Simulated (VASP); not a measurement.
Here is a VASP 6.6.1 calculation.

File INCAR:

```
SYSTEM = Ir
PREC = Accurate
ENCUT = 520
EDIFF = 1E-6
ISMEAR = 0
SIGMA = 0.15
LREAL = .False.
LASPH = .True.
NELM = 60
ALGO = Normal
ISIF = 2
LWAVE = .False.
LCHARG = .True.
GGA = PS
LELF = .True.
LVHAR = .True.
NBANDS = 10
```

The input KPOINTS:

```
Automatic mesh
0
Gamma
  22 22 22
  0 0 0
```

The input POSCAR:

```
Ir
1.0
    0.0000000000      1.9197000000      1.9964880000
    1.9197000000      0.0000000000      1.9964880000
    1.9197000000      1.9197000000      0.0000000000
Ir
1
Direct
    0.0000000000      0.0000000000      0.0000000000
```

Potentials or basis: VASP PAW PBE potentials, release 64 (Ir).

Command:

```bash
$ cat potpaw_PBE.64/Ir/POTCAR > POTCAR
$ mpirun -np 1 vasp_std > vasp.out
```

Q: Predict the pressure.

A: -14.8 GPa.

Stress tensor (GPa, compression positive):
```
-10.34   0.00   0.00
  0.00 -10.34   0.00
  0.00   0.00 -23.67
```

Caveat: the cell differs from its parent crystal (strain +0.000 along x and y, +0.040 along z); the PAW data sets were made with another functional, which shifts forces and pressure a little.
